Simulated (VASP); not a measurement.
# TiAl (P-6m2) in VASP: a series of runs

Runs on TiAl. Level: PBE. Tasks: single point.

All numbers are computed with VASP 6.6.1; they aren't measurements. Logs are shortened: lines on timing, memory, paths and dates and some standing lists are left out, and cuts for length are marked.

**1. The cell of the first run**

It takes space group P-6m2 (No. 187, hexagonal). The conventional cell has a = 2.845 Å, b = 2.845 Å, c = 5.206 Å, α = 90.00°, β = 90.00°, γ = 120.00°. Ti (site symmetry -6m2) has 6 Ti at 2.85 Å and 6 Al at 3.08 Å within 3.7 Å. Within 3.7 Å of Al (site symmetry -6m2) lie 6 Al at 2.85 Å and 6 Ti at 3.08 Å.

**2. Single point, PBE**

Contents of INCAR:

```
SYSTEM = TiAl
PREC = Accurate
ENCUT = 520
EDIFF = 1E-6
ISMEAR = 0
SIGMA = 0.15
LREAL = .FALSE.
LASPH = .TRUE.
NELM = 100
ALGO = Normal
ISIF = 2
LWAVE = .FALSE.
LCHARG = .TRUE.
GGA = PE
LELF = .TRUE.
LVHAR = .TRUE.
NBANDS = 14
```

Contents of KPOINTS:

```
regular mesh
0
G
  18 18 10
  0 0 0
```

Contents of POSCAR:

```
TiAl
1.0
    2.8450000000      0.0000000000      0.0000000000
   -1.4225000000      2.4638422738      0.0000000000
    0.0000000000      0.0000000000      5.2062000000
Ti Al
1 1
Direct
    0.0000000000      0.0000000000      0.0000000000
    0.3333333333      0.6666666667      0.5000000000
```

Potentials or basis: VASP PAW PBE potentials, release 64 (Ti_sv, Al).

Launch:

```sh
$ cat potpaw_PBE.64/Ti_sv/POTCAR potpaw_PBE.64/Al/POTCAR > POTCAR
$ mpirun -np 1 vasp_std > vasp.out
```

OUTCAR:

```text
SYSTEM = TiAl
   PREC = Accurate
   ENCUT = 520
   EDIFF = 1E-6
   ISMEAR = 0
   LREAL = .FALSE.
   LASPH = .TRUE.
   NELM = 100
   ISIF = 2
   GGA = PE

 ion  position               nearest neighbor table
   1  0.000  0.000  0.000-   2 3.08   2 3.08   2 3.08   2 3.08   2 3.08   2 3.08
   2  0.333  0.667  0.500-   1 3.08   1 3.08   1 3.08   1 3.08   1 3.08   1 3.08

  LATTYP: Found a hexagonal cell.
 ALAT       =     2.8450000000
 C/A-ratio  =     1.8299472759

  Lattice vectors:

 A1 = (   2.8450000000,   0.0000000000,   0.0000000000)
 A2 = (  -1.4225000000,   2.4638422738,   0.0000000000)
 A3 = (   0.0000000000,   0.0000000000,   5.2062000000)

Analysis of symmetry for initial positions (statically):
=====================================================================
 Subroutine PRICEL returns:
 Original cell was already a primitive cell.

 Routine SETGRP: Setting up the symmetry group for a
 hexagonal supercell.

 Subroutine GETGRP returns: Found 12 space group operations
 (whereof 12 operations were pure point group operations)
 out of a pool of 24 trial point group operations.

The static configuration has the point symmetry D_3h.

Analysis of symmetry for dynamics (positions and initial velocities):
=====================================================================
 Subroutine PRICEL returns:
 Original cell was already a primitive cell.

 Routine SETGRP: Setting up the symmetry group for a
 hexagonal supercell.

 Subroutine GETGRP returns: Found 12 space group operations
 (whereof 12 operations were pure point group operations)
 out of a pool of 24 trial point group operations.

The dynamic configuration has the point symmetry D_3h.

 Subroutine INISYM returns: Found 12 space group operations
 (whereof 12 operations are pure point group operations),
 and found     1 'primitive' translations

----------------------------------------------------------------------------------------

                                     Primitive cell

  volume of cell :      36.4935

  direct lattice vectors                    reciprocal lattice vectors
     2.845000000  0.000000000  0.000000000     0.351493849  0.202935068  0.000000000
    -1.422500000  2.463842274  0.000000000     0.000000000  0.405870137  0.000000000
     0.000000000  0.000000000  5.206200000     0.000000000  0.000000000  0.192078675

  length of vectors
     2.845000000  2.845000000  5.206200000     0.405870137  0.405870137  0.192078675

  position of ions in fractional coordinates (direct lattice)
     0.000000000  0.000000000  0.000000000
     0.333333333  0.666666667  0.500000000

  ion indices of the primitive-cell ions
   primitive index   ion index
                 1           1
                 2           2

----------------------------------------------------------------------------------------

 KPOINTS: regular mesh

Automatic generation of k-mesh.
 Grid dimensions read from file:
 generate k-points for:   18   18   10

 Generating k-lattice:

  Cartesian coordinates                     Fractional coordinates (reciprocal lattice)
     0.019527436  0.011274170  0.000000000     0.055555556  0.000000000  0.000000000
     0.000000000  0.022548341  0.000000000     0.000000000  0.055555556  0.000000000
     0.000000000  0.000000000  0.019207868     0.000000000  0.000000000  0.100000000

  Length of vectors
     0.022548341  0.022548341  0.019207868

  Shift w.r.t. Gamma in fractional coordinates (k-lattice)
     0.000000000  0.000000000  0.000000000

 Subroutine IBZKPT returns following result:
 ===========================================

 Found    222 irreducible k-points:

 Following reciprocal coordinates:
            Coordinates               Weight
  0.000000  0.000000  0.000000      1.000000
  0.055556 -0.000000  0.000000      6.000000
  0.111111 -0.000000  0.000000      6.000000
  0.166667  0.000000  0.000000      6.000000
  0.222222 -0.000000  0.000000      6.000000
  0.277778 -0.000000  0.000000      6.000000
[... 16 lines left out ...]
  0.333333  0.111111  0.000000     12.000000
  0.388889  0.111111  0.000000     12.000000
 [... further k-points ...]
   k-points           NKPTS =    222   k-points in BZ     NKDIM =    222   number of bands    NBANDS=     14
   number of dos      NEDOS =    301   number of ions     NIONS =      2
   total plane-waves  NPLWV =  23040
   dimension x,y,z NGX =    24 NGY =   24 NGZ =   40
   dimension x,y,z NGXF=    48 NGYF=   48 NGZF=   80
   ions per type =               1   1
   NGX,Y,Z   is equivalent  to a cutoff of  14.02, 14.02, 12.77 a.u.
   NGXF,Y,Z  is equivalent  to a cutoff of  28.05, 28.05, 25.55 a.u.
 SYSTEM =  TiAl
   PREC   = accura    normal or accurate (medium, high low for compatibility)
   ISTART =      0    job   : 0-new  1-cont  2-samecut
   ICHARG =      2    charge: 1-file 2-atom 10-const
   ISPIN  =      1    spin polarized calculation?
   LNONCOLLINEAR =      F non collinear calculations
   LSORBIT =      F    spin-orbit coupling
   LASPH  =      T    aspherical Exc in radial PAW
   ENCUT  =  520.0 eV  38.22 Ry    6.18 a.u.   5.29  5.29  9.68*2*pi/ulx,y,z
   NELM   =    100;   NELMIN=  2; NELMDL= -5     # of ELM steps
   EDIFF  = 0.1E-05   stopping-criterion for ELM
   LREAL  =      F    real-space projection
   EDIFFG = 0.1E-04   stopping-criterion for IOM
   NSW    =      0    number of steps for IOM
   IBRION =     -1    ionic relax: 0-MD 1-quasi-New 2-CG
   NFREE  =      0    steps in history (QN), initial steepest desc. (CG)
   ISIF   =      2    stress and relaxation
   ISYM   =      2    0-nonsym 1-usesym 2-fastsym
   POTIM  = 0.5000    time-step for ionic-motion
   TEBEG  =    0.0;   TEEND  =   0.0 temperature during run
   PSTRESS=    0.0 pullay stress
   NELECT =      15.0000    total number of electrons
   NUPDOWN=      -1.0000    fix difference up-down
   EMIN   =  10.00;   EMAX   =-10.00  energy-range for DOS
   EFERMI =   0.00;   METHOD = LEGACY
   ISMEAR =     0;   SIGMA  =   0.15  broadening in eV -4-tet -1-fermi 0-gaus
   EFERMI_NEDOS =   21; number of points for ismear=-14 and -15
   IALGO  =     38    algorithm
   IMIX   =      4    mixing-type and parameters
     AMIX     =   0.40;   BMIX     =  1.00
     AMIX_MAG =   1.60;   BMIX_MAG =  1.00
  volume/ion in A,a.u.               =      18.25       123.14
  Fermi-wavevector in a.u.,A,eV,Ry     =   1.217213  2.300199 20.158493  1.481607
  Thomas-Fermi vector in A             =   2.352541
   LORBIT       =      0    0 simple, 1 ext, 2 COOP (PROOUT), +10 PAW based schemes
   GGA     = PE    functional components
   LHFCALC =     F    Hartree Fock is set to
   AEXX    =    0.0000 exact exchange contribution
   IVDW    =     0    specifies the selected vdW correction
   LEPSILON=     F    determine dielectric tensor
   LRPA    =     F    only Hartree local field effects (RPA)
 non-spin polarized calculation
 Gauss-broadening in eV      SIGMA  =   0.15
  energy-cutoff  :      520.00
  volume of cell :       36.49
 maximum number of plane-waves:       996
 NGX is ok and might be reduce to    24

 number of electron      15.0000001 magnetization

 Free energy of the ion-electron system (eV)
  ---------------------------------------------------
  ext. energy  EPLUGINS =         0.00000000
  ---------------------------------------------------
  free energy    TOTEN  =       -11.84859630 eV

  energy without entropy =      -11.82573892  energy(sigma->0) =      -11.83716761

 E-fermi :   7.0950     XC(G=0): -10.5392

 val. band max:        7.0914899458   @ k =   0.1667   0.1667   0.5000
 cond. band min:       7.0981966955   @ k =   0.3889   0.1111   0.4000
 fundamental gap:      0.0067067498
 Fermi energy:         7.0949921076

 k-point     1 :       0.0000    0.0000    0.0000
  band No.  band energies     occupation
      1     -49.6740      2.00000
      2     -26.0042      2.00000
      3     -25.5291      2.00000
      4     -25.5291      2.00000
      5      -1.6964      2.00000
      6       4.3029      2.00000
      7       4.5310      2.00000
      8       8.2553      0.00000
      9       8.2553      0.00000
     10       9.3315      0.00000
     11       9.7944      0.00000
     12       9.7944      0.00000
     13      20.3593      0.00000
     14      20.3882      0.00000

 k-point     2 :       0.0556   -0.0000    0.0000
  band No.  band energies     occupation
      1     -49.6710      2.00000
      2     -26.0014      2.00000
      3     -25.5481      2.00000
      4     -25.5334      2.00000
      5      -1.6193      2.00000
      6       4.3959      2.00000
      7       4.5639      2.00000
      8       8.1856      0.00000
      9       8.3190      0.00000
     10       9.3579      0.00000
     11       9.7748      0.00000
     12       9.7768      0.00000
     13      18.8420      0.00000
     14      19.4782      0.00000

 k-point     3 :       0.1111   -0.0000    0.0000
  band No.  band energies     occupation
      1     -49.6622      2.00000
      2     -25.9931      2.00000
      3     -25.6022      2.00000
      4     -25.5457      2.00000
      5      -1.3889      2.00000
      6       4.6594      2.00000
      7       4.6651      2.00000
      8       7.9967      0.00000
      9       8.5064      0.00000
     10       9.4340      0.00000
     11       9.7191      0.00000
     12       9.7338      0.00000
     13      16.8880      0.00000
     14      18.5322      0.00000
[... 324 lines left out ...]
 k-point    23 :       0.3333    0.1111    0.0000
  band No.  band energies     occupation
      1     -49.5801      2.00000
      2     -26.0527      2.00000
      3     -25.9166      2.00000
      4     -25.6941      2.00000
      5       2.1244      2.00000
      6       5.6398      2.00000
      7       5.9754      2.00000
      8       6.8095      1.99288
      9       8.7962      0.00000
     10       9.4336      0.00000
     11      10.4062      0.00000
     12      10.6127      0.00000
     13      11.5836      0.00000
     14      13.2078      0.00000

 k-point    24 :       0.3889    0.1111    0.0000
  band No.  band energies     occupation
      1     -49.5717      2.00000
      2     -26.0969      2.00000
      3     -25.9088      2.00000
      4     -25.7095      2.00000
      5       3.1350      2.00000
      6       5.4184      2.00000
      7       5.7534      2.00000
      8       6.2492      2.00000
      9       8.6763      0.00000
     10       9.6760      0.00000
     11      10.3547      0.00000
     12      10.9973      0.00000
     13      12.1231      0.00000
     14      13.1219      0.00000

 [... further k-points ...]

------------------------ aborting loop because EDIFF is reached ----------------------------------------

  FORCE on cell =-STRESS in cart. coord.  units (eV):
  Direction    XX          YY          ZZ          XY          YZ          ZX
  --------------------------------------------------------------------------------------
  -------------------------------------------------------------------------------------
  Total       -0.4153671     -0.4153671     -4.2751367      0.0000000     -0.0000000      0.0000000
  in kB      -18.2358750    -18.2358750   -187.6914848      0.0000000     -0.0000000      0.0000000
  external PRESSURE =     -74.7210783 kB  Pullay stress =       0.0000000 kB

 VOLUME and BASIS-vectors are now :
 -----------------------------------------------------------------------------
  energy-cutoff  :      520.00
  volume of cell :       36.49
      direct lattice vectors                 reciprocal lattice vectors
     2.845000000  0.000000000  0.000000000     0.351493849  0.202935068  0.000000000
    -1.422500000  2.463842274  0.000000000     0.000000000  0.405870137  0.000000000
     0.000000000  0.000000000  5.206200000     0.000000000  0.000000000  0.192078675

 POSITION                                       TOTAL-FORCE (eV/Angst)
 -----------------------------------------------------------------------------------
      0.00000      0.00000      0.00000         0.000000      0.000000      0.000000
     -0.00000      1.64256      2.60310        -0.000000      0.000000      0.000000
 -----------------------------------------------------------------------------------
    total drift:                                0.000000     -0.000000      0.000000

  FREE ENERGIE OF THE ION-ELECTRON SYSTEM (eV)
  ---------------------------------------------------
  free  energy   TOTEN  =       -11.8485963008 eV

  energy  without entropy=      -11.8257389203  energy(sigma->0) =      -11.83716761
```

Wall time 2.6 min (1 thread of Intel Xeon 8259CL, shared host); peak memory 0.25 GiB.

What came out:

* Free energy: -11.8486 eV
* Pressure: -7.5 GPa
* Band gap on the k mesh: zero (an odd number of electrons rules out a gap without spin polarisation)

Levels at points of the mesh, in eV from the Fermi level:
| k point | band 5 | band 6 | band 7 | band 8 | band 9 | band 10 |
| --- | --- | --- | --- | --- | --- | --- |
| (0.00, 0.00, 0.00) | -8.79 | -2.79 | -2.56 | 1.16 | 1.16 | 2.24 |
| (0.50, 0.00, 0.00) | -3.37 | -2.61 | -1.45 | -1.17 | 2.09 | 3.19 |
| (0.00, 0.00, 0.50) | -8.24 | -5.29 | -1.00 | 1.16 | 1.16 | 2.68 |
| (0.50, 0.00, 0.50) | -3.29 | -2.48 | -1.81 | 0.55 | 0.81 | 1.73 |

Caveat: the stress differs along the axes, from -19 to -2 GPa.

**3. Single point, PBE**

This run uses another cell than the first one, of the same volume but with other edges.

Changes to INCAR since step 2:

```diff
@@ -12,6 +12,4 @@
 LWAVE = .FALSE.
-LCHARG = .TRUE.
+LCHARG = .FALSE.
 GGA = PE
-LELF = .TRUE.
-LVHAR = .TRUE.
 NBANDS = 14
```

KPOINTS is that of step 2.

Contents of POSCAR:

```
TiAl
1.0
    2.9530000000      0.0000000000      0.0000000000
   -1.4765000000      2.5573730174      0.0000000000
    0.0000000000      0.0000000000      4.8343000000
Ti Al
1 1
Direct
    0.0000000000      0.0000000000      0.0000000000
    0.3333333333      0.6666666667      0.5000000000
```

Potentials or basis: VASP PAW PBE potentials, release 64 (Ti_sv, Al).

Launch:

```sh
$ cat potpaw_PBE.64/Ti_sv/POTCAR potpaw_PBE.64/Al/POTCAR > POTCAR
$ mpirun -np 1 vasp_std > vasp.out
```

Run time: 1.9 min. Hardware: 1 thread of Intel Xeon 8259CL, shared host; peak memory 0.25 GiB.

It converged, with:

```
Free energy            : -12.0116 eV
Pressure               : -8.0 GPa
Band gap on the k mesh : zero (an odd number of electrons rules out a gap without spin polarisation)
```

Stress tensor (GPa, compression positive):
```
-7.02  0.00  0.00
 0.00 -7.02  0.00
 0.00  0.00 -9.93
```

Levels at points of the mesh, in eV from the Fermi level:
| k point | band 4 | band 5 | band 6 | band 7 | band 8 | band 9 | band 10 | band 11 |
| --- | --- | --- | --- | --- | --- | --- | --- | --- |
| (0.00, 0.00, 0.00) | -32.71 | -8.50 | -2.22 | -1.80 | 1.16 | 1.16 | 2.47 | 2.47 |
| (0.50, 0.00, 0.00) | -32.81 | -3.48 | -2.78 | -1.33 | -0.86 | 1.90 | 3.50 | 3.57 |
| (0.00, 0.00, 0.50) | -32.71 | -7.71 | -5.06 | -0.39 | 1.17 | 1.17 | 2.41 | 2.41 |
| (0.50, 0.00, 0.50) | -32.81 | -3.42 | -2.32 | -1.67 | 0.40 | 0.88 | 1.73 | 2.56 |

Caveat: the cell stands under tension.

**4. Single point, PBE**

This run uses another cell than the first one, of 18.34 Å³/atom.

Contents of INCAR:

```
PREC = Accurate
ENCUT = 520
EDIFF = 1E-6
ISMEAR = 0
SIGMA = 0.15
LREAL = F
LASPH = T
NELM = 60
ALGO = Normal
ISIF = 2
LWAVE = F
LCHARG = F
GGA = PE
NBANDS = 14
```

Contents of KPOINTS:

```
Automatic mesh
0
Gamma
  18 18 10
```

Contents of POSCAR:

```
TiAl
1.0
    2.9890000000      0.0000000000      0.0000000000
   -1.4945000000      2.5885499319      0.0000000000
    0.0000000000      0.0000000000      4.7414000000
Ti Al
1 1
Direct
    0.0000000000      0.0000000000      0.0000000000
    0.3333333333      0.6666666667      0.5000000000
```

Launch:

```sh
$ cat potpaw_PBE.64/Ti_sv/POTCAR potpaw_PBE.64/Al/POTCAR > POTCAR
$ mpirun -np 1 vasp_std > vasp.out
```

It took 2.4 min on 1 thread of Intel Xeon 8259CL, shared host; peak memory 0.24 GiB.

Results (log left out):

```yaml
Free_energy: -12.0086 eV
Pressure: -8.1 GPa
Band_gap_on_the_k_mesh: zero (an odd number of electrons rules out a gap without spin polarisation)
```

Stress tensor (GPa, compression positive):
```
-8.24  0.00  0.00
 0.00 -8.24  0.00
 0.00  0.00 -7.86
```

Levels at points of the mesh, in eV from the Fermi level:
```csv
k point,band 5,band 6,band 7,band 8,band 9,band 10,band 11,band 12
"(0.00, 0.00, 0.00)",-8.42,-2.07,-1.57,1.13,1.13,2.37,2.37,3.71
"(0.50, 0.00, 0.00)",-3.53,-2.83,-1.30,-0.80,1.82,3.38,3.60,4.01
"(0.00, 0.00, 0.50)",-7.55,-4.99,-0.24,1.15,1.15,2.29,2.29,6.87
"(0.50, 0.00, 0.50)",-3.46,-2.27,-1.65,0.34,0.91,1.61,2.75,3.38
```

Caveat: the cell stands under tension.

**5. Single point, PBE**

This run uses another cell than the first one, of 18.42 Å³/atom.

Contents of INCAR:

```
ALGO = Normal ; EDIFF = 1E-7
ENCUT = 520 ; GGA = PE
ISIF = 2 ; ISMEAR = 0
LASPH = True ; LCHARG = False
LREAL = False ; LWAVE = False
NBANDS = 14 ; NELM = 80
PREC = Accurate ; SIGMA = 0.15
```

Contents of KPOINTS:

```
k-points
0
Gamma
  18 18 10
```

Contents of POSCAR:

```
TiAl
1.0
    3.0250000000      0.0000000000      0.0000000000
   -1.5125000000      2.6197268464      0.0000000000
    0.0000000000      0.0000000000      4.6484095146
Ti Al
1 1
Direct
    0.0000000000      0.0000000000      0.0000000000
    0.3333333333      0.6666666667      0.5000000000
```

Launch:

```sh
$ cat potpaw_PBE.64/Ti_sv/POTCAR potpaw_PBE.64/Al/POTCAR > POTCAR
$ mpirun -np 1 vasp_std > vasp.out
```

Wall time 2.5 min (1 thread of Intel Xeon 8259CL, shared host); peak memory 0.25 GiB.

The run converged. Its results:

- Free energy: -11.9917 eV
- Pressure: -8.0 GPa
- Band gap on the k mesh: zero (an odd number of electrons rules out a gap without spin polarisation)

Stress tensor (GPa, compression positive):
```
-9.16  0.00  0.00
 0.00 -9.16  0.00
 0.00  0.00 -5.81
```

Levels at points of the mesh, in eV from the Fermi level:
| k point | band 5 | band 6 | band 7 | band 8 | band 9 | band 10 | band 11 | band 12 |
| --- | --- | --- | --- | --- | --- | --- | --- | --- |
| (0.00, 0.00, 0.00) | -8.35 | -1.94 | -1.33 | 1.09 | 1.09 | 2.27 | 2.27 | 4.02 |
| (0.50, 0.00, 0.00) | -3.59 | -2.89 | -1.26 | -0.75 | 1.73 | 3.26 | 3.63 | 4.14 |
| (0.00, 0.00, 0.50) | -7.40 | -4.92 | -0.09 | 1.12 | 1.12 | 2.17 | 2.17 | 7.35 |
| (0.50, 0.00, 0.50) | -3.50 | -2.23 | -1.64 | 0.29 | 0.94 | 1.47 | 2.94 | 3.26 |

Caveat: the cell stands under tension.

[end of part 1 of 2]
